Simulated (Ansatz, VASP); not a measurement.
Two plane-wave programs on NiO2

The input INCAR:

```
SYSTEM = NiO2
  PREC = Accurate
  ENCUT = 520
  EDIFF = 1E-7
  ISMEAR = 0
  SIGMA = 0.05
  LREAL = .FALSE.
  LASPH = .TRUE.
  NELM = 80
  ALGO = Normal
  ISIF = 2
  LWAVE = .FALSE.
  LCHARG = .FALSE.
  GGA = PS
  NBANDS = 31
```

The input KPOINTS:

```
Automatic mesh
0
G
  12 12 4
  0 0 0
```

The input POSCAR:

```
NiO2
1.0
    2.7833395248      0.0000000000      0.0000000000
   -1.3916697624      2.4586515906      0.0000000000
    0.0000000000      0.0000000000     10.8430490062
Ni O
2 4
Direct
    0.0000000000      0.0000000000      0.0000000000
    0.0000000000      0.0000000000      0.5000000000
    0.6666666667      0.3333333333      0.0860929541
    0.6666666667      0.3333333333      0.4139070459
    0.3333333333      0.6666666667      0.9139070459
    0.3333333333      0.6666666667      0.5860929541
```

Input for Ansatz:

```yaml
crystal:
  lattice:
    - [2.7833395248, 0.0, 0.0]
    - [-1.3916697624, 2.4586515906, 0.0]
    - [0.0, 0.0, 10.8430490062]
  atoms:
    - { symbol: Ni, position: [0.0, 0.0, 0.0] }
    - { symbol: Ni, position: [0.0, 0.0, 0.5] }
    - { symbol: O, position: [0.6666666667, 0.3333333333, 0.0860929541] }
    - { symbol: O, position: [0.6666666667, 0.3333333333, 0.4139070459] }
    - { symbol: O, position: [0.3333333333, 0.6666666667, 0.9139070459] }
    - { symbol: O, position: [0.3333333333, 0.6666666667, 0.5860929541] }
basis:
  ecutwfc: 420
kpoints:
  mp_grid: { grid: [12, 12, 4] }
hamiltonian:
  xc: pbesol
scf:
  occupations: { method: gaussian, width: 0.05 }
output:
  forces: true
  stress: true
  eigenvalues: true
```

Change from the starting cell: strain +0.0200 x Voigt [0, 1, 0, 0, 0, 0], atoms carried along.

Alike in both runs: task single point; functional PBEsol; k mesh 12 × 12 × 4; occupations gaussian, width 0.05 eV; no spin polarisation.

|  | VASP | Ansatz |
| --- | --- | --- |
| version | VASP 6.6.1 | Ansatz 0.2.0 |
| potentials or method | VASP PAW PBE potentials, release 64 (Ni, O), cutoff 520 eV | scalar-relativistic, plane waves, PAW |
| valence electrons in the cell | 44 | 60 |

VASP gave:

```
gap on the k mesh at the Fermi level (eV)                     : 1.05
least direct gap on the mesh (eV)                             : 1.32
pressure (GPa)                                                : -3.1
traceless stress, the component that is largest in VASP (GPa) : -3.02
rms of the force components (eV/Å)                            : 0.091
```

**Question.** Estimate Ansatz's values.

**Answer.** gap on the k mesh at the Fermi level (eV): 1.07; least direct gap on the mesh (eV): 1.34; pressure (GPa): -3.7; traceless stress, the component that is largest in VASP (GPa): -3.18; rms of the force components (eV/Å): 0.116.

VASP's potentials were made for PBE, not for PBEsol. Atom by atom the forces differ by 0.028 eV/Å (rms over components). VASP's potentials hold 44 valence electrons a cell and Ansatz's 60, so a difference there can come from the potentials and not from the codes.
